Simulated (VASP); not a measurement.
# CuSnF6: single point with LDA+U

CuSnF6:

```xyz
8
Lattice="2.5650 1.4809 4.6067 -2.5650 1.4809 4.6067 0.0000 -2.9618 4.6067" Properties=species:S:1:pos:R:3 pbc="T T T"
Cu    0.0000    0.0000    6.9100
Sn    0.0000    0.0000    0.0000
F    -0.9952    1.7652    5.7537
F    -1.0311   -1.7445    5.7537
F     2.0264   -0.0207    5.7537
F     0.9952   -1.7652    8.0663
F     1.0311    1.7445    8.0663
F    -2.0264    0.0207    8.0663
```

```json
{"Program": "VASP 6.6.1", "Task": "single point", "Functional": "LDA", "Potentials or basis": "VASP PAW LDA potentials, release 64 (Cu, Sn_d, F)", "Cutoff": "520 eV", "k mesh": "5 × 5 × 5", "Occupations": "gaussian, width 0.05 eV", "Spin": "collinear spin, ferromagnetic start", "Starting moments": "[0.71, 0.0, 0.06, 0.06, 0.06, 0.06, 0.06, 0.06] μB", "Hubbard terms": "Cu d U = 1.0 eV", "Dipole correction": "no", "Further INCAR settings": "ALGO = Normal; EDIFF = 1e-06; NBANDS = 48"}
```

```json
{"Pressure": "-7.0 GPa", "Largest force": "1.455 eV/Å", "Band gap on the k mesh": "zero (filled and empty bands overlap)", "Net moment": "1.00 μB per cell", "Site moments": "Cu +0.65; Sn -0.00; F +0.06 μB", "Valence electrons inside the program's atomic spheres": "Cu 9.36; Sn 12.43; F 6.03"}
```

Forces in eV/Å, atoms in the order of the input:
```
Cu   0.000  0.000  0.000
Sn   0.000  0.000  0.000
F    0.778 -1.138  0.466
F    0.596  1.243  0.466
F   -1.374 -0.105  0.466
F   -0.778  1.138 -0.466
F   -0.596 -1.243 -0.466
F    1.374  0.105 -0.466
```

Stress tensor (GPa, compression positive):
```
-8.63  0.00  0.00
 0.00 -8.63  0.00
 0.00  0.00 -3.59
```

Levels at points of the mesh, in eV from the Fermi level:
Spin up:
```
           k point  band 32  band 33  band 34  band 35  band 36  band 37
(0.00, 0.00, 0.00)    -0.75    -0.60    -0.60     3.08     7.29     8.79
```
Spin down:
| k point | band 31 | band 32 | band 33 | band 34 | band 35 | band 36 |
| --- | --- | --- | --- | --- | --- | --- |
| (0.00, 0.00, 0.00) | -0.75 | -0.68 | 0.06 | 0.06 | 3.15 | 7.38 |

Eigenvalues of the final occupation matrices:
```
    site  spin  trace               eigenvalues
site 1 d     1   4.86  0.97 0.97 0.97 0.98 0.98
site 1 d     2   4.21  0.66 0.66 0.97 0.97 0.97
```

It took 4 min on 1 thread of AMD EPYC 9R14 (Zen 4), with other jobs on the host, peak memory 0.3 GiB.

Caveat: spin-orbit coupling is left out, which moves the levels of the heavy elements; a cell with one magnetic atom can't hold antiferromagnetic order, which such compounds often take; forces of over 1 eV/Å act on the atoms, so gaps and moduli don't describe the material at rest. The state reached can hang on the start; a lower one may exist.
